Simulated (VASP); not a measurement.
Set up this calculation in VASP 6.6.1, as the native input.

```
Task                   : single point
Functional             : LDA
Potentials or basis    : VASP PAW LDA potentials, release 64 (Bi_d)
Cutoff                 : 520 eV
k mesh                 : 9 × 9 × 9
Occupations            : fermi-dirac, width 0.05 eV
Spin                   : no spin polarisation
Dipole correction      : no
Further INCAR settings : ALGO = Normal; EDIFF = 1e-06; NBANDS = 14
```

The structure of Bi lies in POSCAR:

```
Bi
1.0
   -1.9433582087      1.9433582087      1.9433582087
    1.9433582087     -1.9433582087      1.9433582087
    1.9433582087      1.9433582087     -1.9433582087
Bi
1
Direct
    0.0000000000      0.0000000000      0.0000000000
```

These files were run (other wordings do the same):

INCAR

```
ALGO     = Normal         # electronic algorithm
EDIFF    = 1E-6           # SCF threshold, eV
ENCUT    = 520            # plane-wave cutoff, eV
GGA      = CA             # functional
ISIF     = 2              # what is computed and relaxed
ISMEAR   = -1             # smearing method
LASPH    = T              # aspherical terms in the spheres
LCHARG   = F              # write CHGCAR
LREAL    = F              # projectors in reciprocal space
LWAVE    = F              # write WAVECAR
NBANDS   = 14             # bands
NELM     = 80             # most SCF steps
PREC     = Accurate       # precision mode
SIGMA    = 0.05           # smearing width, eV
```

KPOINTS

```
k-points
0
Gamma
  9 9 9
```

Potentials or basis: VASP PAW LDA potentials, release 64 (Bi_d).

Launch:

```console
$ cat potpaw_LDA.64/Bi_d/POTCAR > POTCAR
$ mpirun -np 1 vasp_std > vasp.out
```

Results of the run:

The pressure is 0.1 GPa.

Wall time 12 s on 1 thread of Intel Xeon 8259CL (shared host), peak memory 0.14 GiB.
